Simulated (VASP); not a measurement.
A run of VASP 6.6.1 is set up as follows.

INCAR

```
SYSTEM = MnO
PREC = Accurate
ENCUT = 600
EDIFF = 1E-6
ISMEAR = -1
SIGMA = 0.05
LREAL = .FALSE.
LASPH = .TRUE.
NELM = 200
ALGO = Normal
ISIF = 2
LWAVE = .FALSE.
LCHARG = .FALSE.
ISPIN = 2
MAGMOM = 5 0
LORBIT = 11
LMAXMIX = 4
LDAU = .TRUE.
LDAUTYPE = 2
LDAUL = 2 -1
LDAUU = 4 0
LDAUJ = 0 0
LDAUPRINT = 1
GGA = PE
NBANDS = 20
GGA_COMPAT = .FALSE.
```

File KPOINTS:

```
regular mesh
0
G
  4 4 4
  0 0 0
```

File POSCAR:

```
MnO
1.0
    0.0000000000      2.2225000000      2.2225000000
    2.2225000000      0.0000000000      2.2225000000
    2.2225000000      2.2225000000      0.0000000000
Mn O
1 1
Direct
    0.0000000000      0.0000000000      0.0000000000
    0.5000000000      0.5000000000      0.5000000000
```

Potentials or basis: VASP PAW PBE potentials, release 64 (Mn_pv, O).

Run with:

```console
$ cat potpaw_PBE.64/Mn_pv/POTCAR potpaw_PBE.64/O/POTCAR > POTCAR
$ mpirun -np 1 vasp_std > vasp.out
```

Q: Predict the site moments.

A: Mn +4.62; O +0.16 μB.

Q: Predict the net moment.

A: 5.00 μB per cell.

Q: Predict the band gap on the k mesh.

A: 0.23 eV, indirect (least direct gap 2.69 eV).

Eigenvalues of the final occupation matrices:
| site | spin | trace | eigenvalues |
| --- | --- | --- | --- |
| site 1 d | 1 | 4.78 | 0.94 0.94 0.94 0.98 0.98 |
| site 1 d | 2 | 0.20 | 0.02 0.02 0.02 0.07 0.07 |

Caveat: the k points lie up to 0.61 Å⁻¹ apart; a cell with one magnetic atom can't hold antiferromagnetic order, which such compounds often take. A k mesh can miss the band edges.
